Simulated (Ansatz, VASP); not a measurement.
RbCl: VASP beside Ansatz

```xyz
2
Lattice="0.0000 3.1477 3.1477 3.1477 0.0000 3.1477 3.1477 3.1477 0.0000" Properties=species:S:1:pos:R:3 pbc="T T T"
Rb    0.0000    0.0000    0.0000
Cl    3.1477    3.1477    3.1477
```

Alike in both runs: task single point; functional PBE; k mesh 4 × 4 × 4; occupations gaussian, width 0.1 eV; no spin polarisation.

```csv
,VASP,Ansatz
version,VASP 6.6.1,Ansatz 0.2.0
potentials or method,"VASP PAW PBE potentials, release 64 (Rb_sv, Cl), cutoff 500 eV","scalar-relativistic, plane waves, PAW"
valence electrons in the cell,16,16
```

|  | VASP | Ansatz | Ansatz less VASP |
| --- | --- | --- | --- |
| gap on the k mesh at the Fermi level (eV) | 5.45 | 5.46 | +0.006 |
| least direct gap on the mesh (eV) | 5.45 | 5.46 | +0.006 |
| pressure (GPa) | 4.2 | 4.2 | -0.03 |

The k mesh is coarse, so the values compare programs but aren't converged.
